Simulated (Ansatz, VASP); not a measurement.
## One calculation of Ni, two programs

```
Ni
1.0
     2.68575    0.00000    0.00000
    -1.34288    2.32593    0.00000
     0.00000    0.00000    7.31486
Ni
4
Cartesian
  0.0000 0.0000 1.8287
  0.0000 0.0000 5.4861
  0.0000 1.5506 5.4861
  1.3429 0.7753 1.8287
```

Alike in both runs: task relaxation of cell and atoms; functional r2SCAN; k mesh 9 × 9 × 4; occupations gaussian, width 0.1 eV; collinear spin.

|  | VASP | Ansatz |
| --- | --- | --- |
| version | VASP 6.6.1 | Ansatz 0.2.0 |
| potentials or method | VASP PAW PBE potentials, release 64 (Ni), cutoff 600 eV | scalar-relativistic, plane waves, PAW |
| valence electrons in the cell | 40 | 72 |

|  | VASP | Ansatz | Ansatz less VASP |
| --- | --- | --- | --- |
| gap on the k mesh at the Fermi level, each at its own relaxed structure (eV) | none | none | - |
| net moment per atom (μB) | 0.00 | 0.82 | +0.822 |
| size of the moment on the site where the two differ most (μB) | 0.00 | 0.94 | +0.936 |
| relaxed volume (Å³/atom) | 13.37 | 13.64 | +0.267 |
| relaxed length of the cell vector where the two differ most in proportion (Å) | 3.796 | 3.846 | +0.0496 |

The net moments are unlike, so the other rows may belong to different states. VASP's potentials were made for PBE, not for r2SCAN. Site moments also hang on the region over which each program counts them. A gap of «none» marks a metal or a gap that the smearing closes. VASP's potentials hold 40 valence electrons a cell and Ansatz's 72, so a difference there can come from the potentials and not from the codes. Ansatz's warnings: cell relax basis refresh.

Noted on VASP's run: the volume moved by over 15 % at a fixed basis, so the end points are rough.
